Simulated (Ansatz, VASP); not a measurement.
## Bi in VASP and in Ansatz

POSCAR

```
Bi
1.0
    3.2521762864      0.0000000000      0.0000000000
    0.0000000000      3.2521762864      0.0000000000
    0.0000000000      0.0000000000      3.2521762864
Bi
1
Direct
    0.0000000000      0.0000000000      0.0000000000
```

INCAR.step1

```
PREC = Accurate
ENCUT = 600
ISMEAR = -1
SIGMA = 0.1
LREAL = F
LASPH = T
NELM = 100
GGA = PE
ALGO = Normal
EDIFF = 1E-4
LWAVE = T
LCHARG = F
```

The input INCAR.step2:

```
PREC = Accurate
ENCUT = 600
EDIFF = 1E-6
ISMEAR = -1
SIGMA = 0.1
LREAL = F
LASPH = T
NELM = 100
ALGO = Normal
ISIF = 3
LWAVE = F
LCHARG = F
METAGGA = R2SCAN
LMIXTAU = T
IBRION = 2
NSW = 80
EDIFFG = -0.01
ISTART = 1
```

File KPOINTS:

```
regular mesh
0
Gamma
  10 10 10
```

Input for Ansatz:

```yaml
crystal:
  lattice:
    - [3.2521762864, 0.0, 0.0]
    - [0.0, 3.2521762864, 0.0]
    - [0.0, 0.0, 3.2521762864]
  atoms:
    - { symbol: Bi, position: [0.0, 0.0, 0.0] }
hamiltonian:
  xc: r2scan
  pseudopotentials:
    kind: paw
    azcp:
      Bi: "pseudopotentials/Bi.paw.azcp"
basis:
  ecutwfc: 500
  fft_grid_basis: typed
kpoints:
  mp_grid: { grid: [10, 10, 10], shift: [0, 0, 0] }
magnetization:
  spin_polarized: false
scf:
  occupations: { method: fermi_dirac, width: 0.1 }
relax:
  max_steps: 60
  f_tol: 0.01
  cell: {}
```

Alike in both runs: task relaxation of cell and atoms; functional r2SCAN; k mesh 10 × 10 × 10; occupations fermi-dirac, width 0.1 eV; no spin polarisation.

|  | VASP | Ansatz |
| --- | --- | --- |
| version | VASP 6.6.1 | Ansatz 0.2.0 |
| potentials or method | VASP PAW PBE potentials, release 64 (Bi_d), cutoff 600 eV | plane waves (500 eV) with PAW, scalar-relativistic |
| valence electrons in the cell | 15 | 15 |

```tsv
	VASP	Ansatz	Ansatz less VASP
relaxed volume (Å³/atom)	34.40	34.40	0.000
relaxed length of the cell vector where the two differ most in proportion (Å)	3.252	3.252	0.0000
```

VASP's potentials were made for PBE, not for r2SCAN.

Neither program's run includes spin-orbit coupling. Noted on VASP's run: the relaxation stopped at its first step, so nothing moved.
